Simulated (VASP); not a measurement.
Crystal: GaP.

```
Ga P
1.0
    -2.85199    2.85199    2.79944
     2.85199   -2.85199    2.79944
     2.85199    2.85199   -2.79944
Ga P
2 2
Cartesian
  0.0000 2.8520 1.3997
  0.0000 0.0000 0.0000
  0.0000 0.0000 2.7994
  2.8520 0.0000 1.3997
```

```yaml
Program: VASP 6.6.1
Task: relaxation of cell and atoms
Functional: PBE
Potentials_or_basis: VASP PAW PBE potentials, release 64 (Ga_d, P)
Cutoff: 600 eV
k_mesh: 4 × 4 × 4
Occupations: gaussian, width 0.1 eV
Spin: no spin polarisation
```

At the start: pressure -9.6 GPa; volume 22.77 Å³/atom.

How do energy, volume and symmetry change on relaxing?

Over 5 steps the energy falls by 202.9 meV/atom and the volume is 17.65 Å³/atom (-22.5 %); space group I4_1/amd (No. 141, to 0.05 Å).

The path:
```tsv
step	energy change (eV)	largest force (eV/Å)	pressure (GPa)	volume (Å³)
1	0.0000	0.0000	-9.62	91.08
2	-0.7800	0.0000	-2.84	74.19
3	-0.8098	0.0000	-0.21	71.17
4	-0.8096	0.0000	0.13	70.80
5	-0.8115	0.0000	0.01	70.60
```

Final structure:
```cif
data_structure
_symmetry_space_group_name_H-M 'P 1'
_symmetry_Int_Tables_number 1
_cell_length_a 4.5122
_cell_length_b 4.5122
_cell_length_c 4.5122
_cell_angle_alpha 108.140
_cell_angle_beta 108.140
_cell_angle_gamma 112.167
_cell_volume 70.60
loop_
_atom_site_label
_atom_site_type_symbol
_atom_site_fract_x
_atom_site_fract_y
_atom_site_fract_z
_atom_site_occupancy
Ga1 Ga 0.75000 0.25000 0.50000 1
Ga2 Ga 0.00000 0.00000 0.00000 1
P1 P 0.50000 0.50000 0.00000 1
P2 P 0.25000 0.75000 0.50000 1
```

Caveat: the k points lie up to 0.43 Å⁻¹ apart in the final cell; the volume moved by over 15 % at a fixed basis, so the end points are rough.
